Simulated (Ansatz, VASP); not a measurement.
## Two plane-wave programs on Bi2Te3

```xyz
5
Lattice="2.1323 1.2311 9.6034 -2.1323 1.2311 9.6034 0.0000 -2.4621 9.6034" Properties=species:S:1:pos:R:3 pbc="T T T"
Bi    0.0000    0.0000    5.4163
Bi    0.0000    0.0000   17.2285
Te    0.0000    0.0000   11.2072
Te    0.0000    0.0000   23.0482
Te    0.0000    0.0000    0.0000
```

Alike in both runs: task single point; functional PBE; k mesh 6 × 6 × 6; occupations fermi-dirac, width 0.05 eV; no spin polarisation.

|  | VASP | Ansatz |
| --- | --- | --- |
| version | VASP 6.6.1 | Ansatz 0.2.0 |
| potentials or method | VASP PAW PBE potentials, release 64 (Bi_d, Te), cutoff 520 eV | plane waves, PAW |
| valence electrons in the cell | 48 | 78 |

```tsv
	VASP	Ansatz	Ansatz less VASP
pressure (GPa)	8.7	8.7	+0.01
traceless stress, the component that is largest in VASP (GPa)	-0.43	-0.42	+0.018
```

VASP's potentials hold 48 valence electrons a cell and Ansatz's 78, so a difference there can come from the potentials and not from the codes.

Neither program's run includes spin-orbit coupling.
